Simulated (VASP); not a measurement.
# BN in VASP: notebook, part 2 of 2

VASP 6.6.1.

### 3 Single point, PBE

INCAR reads:

```
PREC     = Accurate       # precision mode
ENCUT    = 600            # plane-wave cutoff, eV
EDIFF    = 1E-6           # SCF threshold, eV
ISMEAR   = -1             # smearing method
SIGMA    = 0.01           # smearing width, eV
LREAL    = F              # projectors in reciprocal space
LASPH    = T              # aspherical terms in the spheres
NELM     = 120            # most SCF steps
ALGO     = Normal         # electronic algorithm
ISIF     = 2              # what is computed and relaxed
LWAVE    = F              # write WAVECAR
LCHARG   = F              # write CHGCAR
GGA      = PE             # functional
NBANDS   = 16             # bands
GGA_COMPAT= F
```

KPOINTS reads:

```
regular mesh
0
Gamma
  7 7 3
```

POSCAR reads:

```
BN
1.0
    2.4982400000      0.0000000000      0.0000000000
   -1.2491200000      2.1635390000      0.0000000000
    0.0000000000      0.0000000000      6.6357000000
B N
2 2
Direct
    0.3333333333      0.6666666667      0.2500000000
    0.6666666667      0.3433333333      0.7500000000
    0.3333333333      0.6666666667      0.7500000000
    0.6666666667      0.3333333333      0.2500000000
```

Potentials or basis: VASP PAW PBE potentials, release 64 (B, N).

The run is started by

```
> cat potpaw_PBE.64/B/POTCAR potpaw_PBE.64/N/POTCAR > POTCAR
> mpirun -np 1 vasp_std > vasp.out
```

OUTCAR:

```text
PREC = Accurate
   ENCUT = 600
   EDIFF = 1E-6
   ISMEAR = -1
   LREAL = F
   LASPH = T
   NELM = 120
   ISIF = 2
   GGA = PE

 ion  position               nearest neighbor table
   1  0.333  0.667  0.250-   4 1.44   4 1.44   4 1.44
   2  0.667  0.343  0.750-   3 1.42   3 1.44   3 1.46
   3  0.333  0.667  0.750-   2 1.42   2 1.44   2 1.46
   4  0.667  0.333  0.250-   1 1.44   1 1.44   1 1.44

  LATTYP: Found a hexagonal cell.
 ALAT       =     2.4982400000
 C/A-ratio  =     2.6561499296

  Lattice vectors:

 A1 = (   2.4982400000,   0.0000000000,   0.0000000000)
 A2 = (  -1.2491200000,   2.1635390000,   0.0000000000)
 A3 = (   0.0000000000,   0.0000000000,   6.6357000000)

Analysis of symmetry for initial positions (statically):
=====================================================================
 Subroutine PRICEL returns:
 Original cell was already a primitive cell.

 Routine SETGRP: Setting up the symmetry group for a
 hexagonal supercell.

 Subroutine GETGRP returns: Found  2 space group operations
 (whereof  1 operations were pure point group operations)
 out of a pool of 24 trial point group operations.

The static configuration has the point symmetry C_1 .
 The point group associated with its full space group is C_1h.

Analysis of symmetry for dynamics (positions and initial velocities):
=====================================================================
 Subroutine PRICEL returns:
 Original cell was already a primitive cell.

 Routine SETGRP: Setting up the symmetry group for a
 hexagonal supercell.

 Subroutine GETGRP returns: Found  2 space group operations
 (whereof  1 operations were pure point group operations)
 out of a pool of 24 trial point group operations.

The dynamic configuration has the point symmetry C_1 .
 The point group associated with its full space group is C_1h.

 Subroutine INISYM returns: Found  2 space group operations
 (whereof  1 operations are pure point group operations),
 and found     1 'primitive' translations

----------------------------------------------------------------------------------------

                                     Primitive cell

  volume of cell :      35.8662

  direct lattice vectors                    reciprocal lattice vectors
     2.498240000  0.000000000  0.000000000     0.400281798  0.231102837  0.000000000
    -1.249120000  2.163539000  0.000000000     0.000000000  0.462205673  0.000000000
     0.000000000  0.000000000  6.635700000     0.000000000  0.000000000  0.150700002

  length of vectors
     2.498240000  2.498239736  6.635700000     0.462205624  0.462205673  0.150700002

  position of ions in fractional coordinates (direct lattice)
     0.333333333  0.666666667  0.250000000
     0.666666667  0.343333333  0.750000000
     0.333333333  0.666666667  0.750000000
     0.666666667  0.333333333  0.250000000

  ion indices of the primitive-cell ions
   primitive index   ion index
                 1           1
                 2           2
                 3           3
                 4           4

----------------------------------------------------------------------------------------

 KPOINTS: regular mesh

Automatic generation of k-mesh.
 Grid dimensions read from file:
 generate k-points for:    7    7    3

 Generating k-lattice:

  Cartesian coordinates                     Fractional coordinates (reciprocal lattice)
     0.057183114  0.033014691  0.000000000     0.142857143  0.000000000  0.000000000
     0.000000000  0.066029382  0.000000000     0.000000000  0.142857143  0.000000000
     0.000000000  0.000000000  0.050233334     0.000000000  0.000000000  0.333333333

  Length of vectors
     0.066029375  0.066029382  0.050233334

  Shift w.r.t. Gamma in fractional coordinates (k-lattice)
     0.000000000  0.000000000  0.000000000

 Subroutine IBZKPT returns following result:
 ===========================================

 Found     50 irreducible k-points:

 Following reciprocal coordinates:
            Coordinates               Weight
  0.000000  0.000000  0.000000      1.000000
  0.142857  0.000000  0.000000      2.000000
  0.000000  0.142857  0.000000      2.000000
 -0.142857  0.142857  0.000000      2.000000
  0.285714 -0.000000  0.000000      2.000000
  0.000000  0.285714  0.000000      2.000000
[... 16 lines left out ...]
  0.285714  0.285714  0.000000      2.000000
 -0.285714 -0.428571  0.000000      2.000000
 [... further k-points ...]
   k-points           NKPTS =     50   k-points in BZ     NKDIM =     50   number of bands    NBANDS=     16
   number of dos      NEDOS =    301   number of ions     NIONS =      4
   total plane-waves  NPLWV =  21600
   dimension x,y,z NGX =    20 NGY =   20 NGZ =   54
   dimension x,y,z NGXF=    40 NGYF=   40 NGZF=  108
   ions per type =               2   2
   NGX,Y,Z   is equivalent  to a cutoff of  13.31, 13.31, 13.53 a.u.
   NGXF,Y,Z  is equivalent  to a cutoff of  26.62, 26.62, 27.06 a.u.
 SYSTEM =  unknown system
   PREC   = accura    normal or accurate (medium, high low for compatibility)
   ISTART =      0    job   : 0-new  1-cont  2-samecut
   ICHARG =      2    charge: 1-file 2-atom 10-const
   ISPIN  =      1    spin polarized calculation?
   LNONCOLLINEAR =      F non collinear calculations
   LSORBIT =      F    spin-orbit coupling
   LASPH  =      T    aspherical Exc in radial PAW
   ENCUT  =  600.0 eV  44.10 Ry    6.64 a.u.   4.99  4.99 13.25*2*pi/ulx,y,z
   NELM   =    120;   NELMIN=  2; NELMDL= -5     # of ELM steps
   EDIFF  = 0.1E-05   stopping-criterion for ELM
   LREAL  =      F    real-space projection
   EDIFFG = 0.1E-04   stopping-criterion for IOM
   NSW    =      0    number of steps for IOM
   IBRION =     -1    ionic relax: 0-MD 1-quasi-New 2-CG
   NFREE  =      0    steps in history (QN), initial steepest desc. (CG)
   ISIF   =      2    stress and relaxation
   ISYM   =      2    0-nonsym 1-usesym 2-fastsym
   POTIM  = 0.5000    time-step for ionic-motion
   TEBEG  =    0.0;   TEEND  =   0.0 temperature during run
   PSTRESS=    0.0 pullay stress
   NELECT =      16.0000    total number of electrons
   NUPDOWN=      -1.0000    fix difference up-down
   EMIN   =  10.00;   EMAX   =-10.00  energy-range for DOS
   EFERMI =   0.00;   METHOD = LEGACY
   ISMEAR =    -1;   SIGMA  =   0.01  broadening in eV -4-tet -1-fermi 0-gaus
   EFERMI_NEDOS =   21; number of points for ismear=-14 and -15
   IALGO  =     38    algorithm
   IMIX   =      4    mixing-type and parameters
     AMIX     =   0.40;   BMIX     =  1.00
     AMIX_MAG =   1.60;   BMIX_MAG =  1.00
  volume/ion in A,a.u.               =       8.97        60.51
  Fermi-wavevector in a.u.,A,eV,Ry     =   1.250891  2.363842 21.289435  1.564729
  Thomas-Fermi vector in A             =   2.384864
   LORBIT       =      0    0 simple, 1 ext, 2 COOP (PROOUT), +10 PAW based schemes
   GGA     = PE    functional components
   LHFCALC =     F    Hartree Fock is set to
   AEXX    =    0.0000 exact exchange contribution
   IVDW    =     0    specifies the selected vdW correction
   LEPSILON=     F    determine dielectric tensor
   LRPA    =     F    only Hartree local field effects (RPA)
 non-spin polarized calculation
  energy-cutoff  :      600.00
  volume of cell :       35.87
 maximum number of plane-waves:      1216
   NGX =  9   NGY =  9   NGZ = 27

 number of electron      15.9999998 magnetization

 Free energy of the ion-electron system (eV)
  ---------------------------------------------------
  ext. energy  EPLUGINS =         0.00000000
  ---------------------------------------------------
  free energy    TOTEN  =       -35.13970172 eV

  energy without entropy =      -35.13970172  energy(sigma->0) =      -35.13970172

 E-fermi :   2.4981     XC(G=0): -10.0887

 val. band max:        2.2964740368   @ k =   0.4286   0.2857   0.0000
 cond. band min:       6.7199017703   @ k =   0.4286   0.4286   0.0000
 fundamental gap:      4.4234277335
 Fermi energy:         2.4981256143

 k-point     1 :       0.0000    0.0000    0.0000
  band No.  band energies     occupation
      1     -15.5326      2.00000
      2     -15.2375      2.00000
      3      -3.9434      2.00000
      4      -1.8155      2.00000
      5       0.7133      2.00000
      6       1.0027      2.00000
[... 8 lines left out ...]
     15      14.6918      0.00000
     16      15.4208      0.00000
[... 419 lines left out ...]
 k-point    24 :      -0.2857   -0.4286    0.0000
  band No.  band energies     occupation
      1     -11.9649      2.00000
      2     -11.8848      2.00000
      3      -5.7117      2.00000
      4      -5.6271      2.00000
      5      -4.2898      2.00000
      6      -4.2538      2.00000
[... 8 lines left out ...]
     15      18.5564      0.00000
     16      19.6787      0.00000

 [... further k-points ...]
[... 5 lines left out ...]
  --------------------------------------------------------------------------------------
  -------------------------------------------------------------------------------------
  Total        1.6853906      1.1259620      0.6153921     -0.1738866      0.0000000      0.0000000
  in kB       75.2879564     50.2977665     27.4901354     -7.7676757      0.0000000      0.0000000
  external PRESSURE =      51.0252861 kB  Pullay stress =       0.0000000 kB

 VOLUME and BASIS-vectors are now :
 -----------------------------------------------------------------------------
  energy-cutoff  :      600.00
  volume of cell :       35.87
      direct lattice vectors                 reciprocal lattice vectors
     2.498240000  0.000000000  0.000000000     0.400281798  0.231102837  0.000000000
    -1.249120000  2.163539000  0.000000000     0.000000000  0.462205673  0.000000000
     0.000000000  0.000000000  6.635700000     0.000000000  0.000000000  0.150700002

 POSITION                                       TOTAL-FORCE (eV/Angst)
 -----------------------------------------------------------------------------------
     -0.00000      1.44236      1.65892         0.000125     -0.000217      0.000000
      1.23663      0.74282      4.97677         0.562498     -0.892808      0.000000
     -0.00000      1.44236      4.97677        -0.562355      0.892427      0.000000
      1.24912      0.72118      1.65892        -0.000269      0.000598      0.000000
 -----------------------------------------------------------------------------------
    total drift:                               -0.000073      0.000118     -0.000000

  FREE ENERGIE OF THE ION-ELECTRON SYSTEM (eV)
  ---------------------------------------------------
  free  energy   TOTEN  =       -35.1397017191 eV

  energy  without entropy=      -35.1397017191  energy(sigma->0) =      -35.13970172
```

Wall time 34 s (1 thread of Intel Xeon Platinum 8488C (Sapphire Rapids), shared host); peak memory 0.16 GiB.

What came out:

* Free energy: -35.1397 eV
* Pressure: 5.1 GPa
* Largest force: 1.055 eV/Å
* Band gap on the k mesh: 4.42 eV, indirect (least direct gap 4.62 eV)

Forces on the atoms (eV/Å):
```
B    0.000  0.000  0.000
B    0.562 -0.893  0.000
N   -0.562  0.892  0.000
N    0.000  0.001  0.000
```

Stress tensor (GPa, compression positive):
```
 7.53 -0.78  0.00
-0.78  5.03  0.00
 0.00  0.00  2.75
```

Caveat: this functional lacks dispersion, which binds the layers, so the pressure and a relaxed spacing across them are unreliable; forces of over 1 eV/Å act on the atoms, so gaps and moduli don't describe the material at rest.
